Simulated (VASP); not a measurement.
Set up this calculation in VASP 6.6.1, as the native input.

```yaml
Task: single point
Functional: PBEsol
Potentials_or_basis: VASP PAW PBE potentials, release 64 (Ca_sv, F)
Cutoff: 600 eV
k_mesh: 6 × 6 × 6
Occupations: gaussian, width 0.01 eV
Spin: no spin polarisation
Dipole_correction: no
Further_INCAR_settings: ALGO = Normal; EDIFF = 1e-06; NBANDS = 19
```

The structure of CaF2 lies in POSCAR:

```
CaF2
1.0
    0.0000000000      2.7845626180      2.7845626180
    2.7845626180      0.0000000000      2.7845626180
    2.7845626180      2.7845626180      0.0000000000
Ca F
1 2
Direct
    0.0000000000      0.0000000000      0.0000000000
    0.2500000000      0.2500000000      0.2500000000
    0.7500000000      0.7500000000      0.7500000000
```

The input as run:

INCAR

```
SYSTEM = CaF2
PREC = Accurate ; ENCUT = 600
EDIFF = 1E-6 ; ISMEAR = 0
SIGMA = 0.01 ; LREAL = .FALSE.
LASPH = .TRUE. ; NELM = 120
ALGO = Normal ; ISIF = 2
LWAVE = .FALSE. ; LCHARG = .FALSE.
GGA = PS ; NBANDS = 19
GGA_COMPAT = .FALSE.
```

KPOINTS

```
regular mesh
0
G
  6 6 6
  0 0 0
```

Potentials or basis: VASP PAW PBE potentials, release 64 (Ca_sv, F).

Run with:

```sh
$ cat potpaw_PBE.64/Ca_sv/POTCAR potpaw_PBE.64/F/POTCAR > POTCAR
$ mpirun -np 1 vasp_std > vasp.out
```

Results of the run:

```json
{
 "Pressure": "-5.7 GPa",
 "Band gap on the k mesh": "6.77 eV (least direct gap 7.02 eV)"
}
```

Caveat: the cell stands under tension; the PAW data sets were made with another functional, which shifts forces and pressure a little.

It took 9 s on 1 thread of AMD EPYC 9R45 96-Core Processor (Zen 5), on a shared host, peak memory 0.15 GiB.
